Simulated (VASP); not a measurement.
# Rh (P6/mmm) in VASP: relaxation of cell and atoms with r2SCAN

Aim: the relaxation of cell and atoms of Rh with r2SCAN.

All numbers are computed with VASP 6.6.1; they aren't measurements. Logs are shortened: lines on timing, memory, paths and dates and some standing lists are left out, and cuts for length are marked.

**1. The cell of the first run**

The structure is hexagonal, space group P6/mmm (No. 191). Conventional cell: a = 4.267 Å, b = 4.267 Å, c = 2.616 Å, α = 90.00°, β = 90.00°, γ = 120.00°. Rh (site symmetry 6/mmm) has 14 Rh at 2.62 to 2.79 Å within 3.5 Å. Rh (site symmetry -6m2) has 11 Rh at 2.46 to 2.79 Å within 3.3 Å.

**2. Relaxation of cell and atoms, r2SCAN**

POSCAR reads:

```
Rh
1.0
    4.2673781655      0.0000000000      0.0000000000
   -2.1336890828      3.6956578989      0.0000000000
    0.0000000000      0.0000000000      2.6159028155
Rh
3
Direct
    0.0000000000      0.0000000000      0.0000000000
    0.3333333333      0.6666666667      0.5000000000
    0.6666666667      0.3333333333      0.5000000000
```

INCAR.step1 reads:

```
SYSTEM = Rh
PREC     = Accurate       ! precision mode
ENCUT    = 600            ! plane-wave cutoff, eV
ISMEAR   = -1             ! smearing method
SIGMA    = 0.1            ! smearing width, eV
LREAL    = .False.        ! projectors in reciprocal space
LASPH    = .True.         ! aspherical terms in the spheres
NELM     = 60             ! most SCF steps
GGA      = PE             ! functional
ALGO     = Normal         ! electronic algorithm
EDIFF    = 1E-4           ! SCF threshold, eV
LWAVE    = .True.         ! write WAVECAR
LCHARG   = .False.        ! write CHGCAR
```

INCAR.step2 reads:

```
SYSTEM = Rh
PREC     = Accurate       ! precision mode
ENCUT    = 600            ! plane-wave cutoff, eV
EDIFF    = 1E-6           ! SCF threshold, eV
ISMEAR   = -1             ! smearing method
SIGMA    = 0.1            ! smearing width, eV
LREAL    = .False.        ! projectors in reciprocal space
LASPH    = .True.         ! aspherical terms in the spheres
NELM     = 60             ! most SCF steps
ALGO     = Normal         ! electronic algorithm
ISIF     = 3              ! what is computed and relaxed
LWAVE    = .False.        ! write WAVECAR
LCHARG   = .False.        ! write CHGCAR
METAGGA  = R2SCAN         ! meta-GGA
LMIXTAU  = .True.       
IBRION   = 2              ! ionic algorithm
NSW      = 80             ! ionic steps
EDIFFG   = -0.01          ! ionic threshold
ISTART   = 1
```

KPOINTS reads:

```
Automatic mesh
0
Gamma
  9 9 12
  0 0 0
```

Potentials or basis: VASP PAW PBE potentials, release 64 (Rh_pv).

Started as:

```sh
$ cat potpaw_PBE.64/Rh_pv/POTCAR > POTCAR
$ cp INCAR.step1 INCAR
$ mpirun -np 1 vasp_std > vasp.out
$ cp INCAR.step2 INCAR
$ mpirun -np 1 vasp_std > vasp.out
```

OUTCAR:

```text
SYSTEM = Rh
   PREC = Accurate
   ENCUT = 600
   EDIFF = 1E-6
   ISMEAR = -1
   LREAL = .False.
   LASPH = .True.
   NELM = 60
   ISIF = 3
   METAGGA = R2SCAN
   IBRION = 2
   NSW = 80
   EDIFFG = -0.01
   ISTART = 1

 ion  position               nearest neighbor table
   1  0.000  0.000  0.000-   2 2.79   3 2.79   2 2.79   3 2.79   3 2.79   3 2.79   2 2.79   2 2.79
                             3 2.79   3 2.79   2 2.79   2 2.79
   2  0.333  0.667  0.500-   3 2.46   3 2.46   3 2.46   1 2.79   1 2.79   1 2.79   1 2.79   1 2.79
                             1 2.79
   3  0.667  0.333  0.500-   2 2.46   2 2.46   2 2.46   1 2.79   1 2.79   1 2.79   1 2.79   1 2.79
                             1 2.79

  LATTYP: Found a hexagonal cell.
 ALAT       =     4.2673781655
 C/A-ratio  =     0.6130000000

  Lattice vectors:

 A1 = (   4.2673781655,   0.0000000000,   0.0000000000)
 A2 = (  -2.1336890828,   3.6956578989,   0.0000000000)
 A3 = (   0.0000000000,   0.0000000000,   2.6159028155)

Analysis of symmetry for initial positions (statically):
=====================================================================
 Subroutine PRICEL returns:
 Original cell was already a primitive cell.

 Routine SETGRP: Setting up the symmetry group for a
 hexagonal supercell.

 Subroutine GETGRP returns: Found 24 space group operations
 (whereof 24 operations were pure point group operations)
 out of a pool of 24 trial point group operations.

The static configuration has the point symmetry D_6h.

Analysis of symmetry for dynamics (positions and initial velocities):
=====================================================================
 Subroutine PRICEL returns:
 Original cell was already a primitive cell.

 Routine SETGRP: Setting up the symmetry group for a
 hexagonal supercell.

 Subroutine GETGRP returns: Found 24 space group operations
 (whereof 24 operations were pure point group operations)
 out of a pool of 24 trial point group operations.

The dynamic configuration has the point symmetry D_6h.

 Subroutine INISYM returns: Found 24 space group operations
 (whereof 24 operations are pure point group operations),
 and found     1 'primitive' translations

----------------------------------------------------------------------------------------

                                     Primitive cell

  volume of cell :      41.2548

  direct lattice vectors                    reciprocal lattice vectors
     4.267378166  0.000000000  0.000000000     0.234335923  0.135293908  0.000000000
    -2.133689083  3.695657899  0.000000000     0.000000000  0.270587816  0.000000000
[... 94 lines left out ...]
   ISYM   =      2    0-nonsym 1-usesym 2-fastsym
   POTIM  = 0.5000    time-step for ionic-motion
   TEBEG  =    0.0;   TEEND  =   0.0 temperature during run
   PSTRESS=    0.0 pullay stress
   NELECT =      45.0000    total number of electrons
   NUPDOWN=      -1.0000    fix difference up-down
   EMIN   =  10.00;   EMAX   =-10.00  energy-range for DOS
   EFERMI =   0.00;   METHOD = LEGACY
   ISMEAR =    -1;   SIGMA  =   0.10  broadening in eV -4-tet -1-fermi 0-gaus
   EFERMI_NEDOS =   21; number of points for ismear=-14 and -15
   IALGO  =     38    algorithm
   IMIX   =      4    mixing-type and parameters
     AMIX     =   0.40;   BMIX     =  1.00
     AMIX_MAG =   1.60;   BMIX_MAG =  1.00
  volume/ion in A,a.u.               =      13.75        92.80
  Fermi-wavevector in a.u.,A,eV,Ry     =   1.685211  3.184586 38.639656  2.839935
  Thomas-Fermi vector in A             =   2.768095
   LORBIT       =      0    0 simple, 1 ext, 2 COOP (PROOUT), +10 PAW based schemes
   METAGGA = R2SCAN    functional components
   LHFCALC =     F    Hartree Fock is set to
   AEXX    =    0.0000 exact exchange contribution
   IVDW    =     0    specifies the selected vdW correction
   LEPSILON=     F    determine dielectric tensor
   LRPA    =     F    only Hartree local field effects (RPA)
 conjugate gradient relaxation of ions
 non-spin polarized calculation
  energy-cutoff  :      600.00
  volume of cell :       41.25
 maximum number of plane-waves:      1404
 NGX is ok and might be reduce to    36
   NGX = 17   NGY = 17   NGZ = 11

--------------------------------------- Ionic step        1  -------------------------------------------

 number of electron      44.9999998 magnetization

 Free energy of the ion-electron system (eV)
  ---------------------------------------------------
  ext. energy  EPLUGINS =         0.00000000
  ---------------------------------------------------
  free energy    TOTEN  =       -71.75139549 eV

  energy without entropy =      -71.57888733  energy(sigma->0) =      -71.66514141

------------------------ aborting loop because EDIFF is reached ----------------------------------------

  FORCE on cell =-STRESS in cart. coord.  units (eV):
  Direction    XX          YY          ZZ          XY          YZ          ZX
  --------------------------------------------------------------------------------------
  -------------------------------------------------------------------------------------
  Total        2.2126213      2.2126213      2.1285301     -0.0000000      0.0000000     -0.0000000
  in kB       85.9296751     85.9296751     82.6638987     -0.0000000      0.0000000     -0.0000000
  external PRESSURE =      84.8410830 kB  Pullay stress =       0.0000000 kB
[... 24 lines left out ...]
--------------------------------------- Ionic step        2  -------------------------------------------

 number of electron      44.9999985 magnetization

 E-fermi :   9.9662     XC(G=0): -14.4063

 val. band max:        9.9653376951   @ k =   0.2222   0.0000   0.0833
 cond. band min:       9.9728123395   @ k =   0.2222   0.0000   0.5000
 fundamental gap:      0.0074746444
 Fermi energy:         9.9661728986

 k-point     1 :       0.0000    0.0000    0.0000
  band No.  band energies     occupation
      1     -38.2239      2.00000
      2     -38.2239      2.00000
      3     -37.8819      2.00000
      4     -37.8819      2.00000
      5     -37.6938      2.00000
      6     -37.6011      2.00000
[... 821 lines left out ...]
--------------------------------------- Ionic step        5  -------------------------------------------

 number of electron      45.0000015 magnetization

 Free energy of the ion-electron system (eV)
  ---------------------------------------------------
  ext. energy  EPLUGINS =         0.00000000
  ---------------------------------------------------
  free energy    TOTEN  =       -71.78342684 eV

  energy without entropy =      -71.60243303  energy(sigma->0) =      -71.69292994

 E-fermi :  11.2329     XC(G=0): -14.9481

 val. band max:       11.2271684868   @ k =   0.2222   0.0000   0.0833
 cond. band min:      11.2368415273   @ k =   0.3333   0.2222   0.3333
 fundamental gap:      0.0096730405
 Fermi energy:        11.2329359384

 k-point     1 :       0.0000    0.0000    0.0000
  band No.  band energies     occupation
      1     -37.2353      2.00000
      2     -37.2353      2.00000
      3     -36.8339      2.00000
      4     -36.8339      2.00000
      5     -36.5971      2.00000
      6     -36.4686      2.00000
[... 741 lines left out ...]
  FREE ENERGIE OF THE ION-ELECTRON SYSTEM (eV)
  ---------------------------------------------------
  free  energy   TOTEN  =       -71.7834268378 eV

  energy  without entropy=      -71.6024330335  energy(sigma->0) =      -71.69292994

 reached required accuracy - stopping structural energy minimisation
```

Run time: 17 min. Hardware: 1 thread of AMD EPYC 9R45 (Zen 5), shared host; peak memory 0.22 GiB.

Results:

- Free energy: -71.7834 eV
- Relaxed volume: 14.17 Å³/atom
- Relaxed cell: a = 4.308 Å, b = 4.308 Å, c = 2.644 Å, α = 90.00°, β = 90.00°, γ = 120.00°
- Space group after relaxing (to 0.05 Å): P6/mmm (No. 191)
- Energy gained by relaxing: 10.7 meV/atom
- Ionic steps: 5
- Pressure after relaxing: 0.1 GPa

Step by step:
```csv
step,energy change (eV),largest force (eV/Å),pressure (GPa),volume (Å³)
1,0.0000,0.0000,8.48,41.25
2,0.1425,0.0000,-15.92,45.76
3,-0.0320,0.0000,-0.27,42.54
4,-0.0320,0.0000,0.05,42.50
5,-0.0320,0.0000,0.06,42.50
```

Final structure:
```
CELL_PARAMETERS angstrom
4.30845 0.00000 0.00000
-2.15423 3.73123 0.00000
0.00000 0.00000 2.64402
ATOMIC_POSITIONS crystal
Rh 0.00000 0.00000 0.00000
Rh 0.33333 0.66667 0.50000
Rh 0.66667 0.33333 0.50000
```

Caveat: the PAW data sets were made with another functional, which shifts forces and pressure a little.
